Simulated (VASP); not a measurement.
Write the native input for VASP 6.6.1 that does the following.

```
Task                   : single point
Functional             : PBEsol
Potentials or basis    : VASP PAW PBE potentials, release 64 (Hf_pv, N)
Cutoff                 : 520 eV
k mesh                 : 9 × 9 × 9
Occupations            : fermi-dirac, width 0.05 eV
Spin                   : no spin polarisation
Hubbard terms          : Hf d U = 6.0 eV
Dipole correction      : no
Further INCAR settings : ALGO = Normal; EDIFF = 1e-07; NBANDS = 14
```

The structure of HfN lies in POSCAR:

```
HfN
1.0
    0.0000000000      2.4548220000      2.4548220000
    2.4548220000      0.0000000000      2.4548220000
    2.4548220000      2.4548220000      0.0000000000
Hf N
1 1
Direct
    0.0000000000      0.0000000000      0.0000000000
    0.2500000000      0.2500000000      0.2500000000
```

These files were run (other wordings do the same):

INCAR

```
SYSTEM = HfN
PREC = Accurate
ENCUT = 520
EDIFF = 1E-7
ISMEAR = -1
SIGMA = 0.05
LREAL = .False.
LASPH = .True.
NELM = 150
ALGO = Normal
ISIF = 2
LWAVE = .False.
LCHARG = .False.
LMAXMIX = 4
LDAU = .True.
LDAUTYPE = 2
LDAUL = 2 -1
LDAUU = 6 0
LDAUJ = 0 0
LDAUPRINT = 1
GGA = PS
NBANDS = 14
```

KPOINTS

```
regular mesh
0
Gamma
  9 9 9
  0 0 0
```

Potentials or basis: VASP PAW PBE potentials, release 64 (Hf_pv, N).

Command:

```console
$ cat potpaw_PBE.64/Hf_pv/POTCAR potpaw_PBE.64/N/POTCAR > POTCAR
$ mpirun -np 1 vasp_std > vasp.out
```

Results of the run:

```yaml
Pressure: 12.0 GPa
```

Caveat: the PAW data sets were made with another functional, which shifts forces and pressure a little; U without spin polarisation on a metal has little footing.

It took 32 s on 1 thread of Intel Xeon 8259CL, with other jobs on the host, peak memory 0.16 GiB.
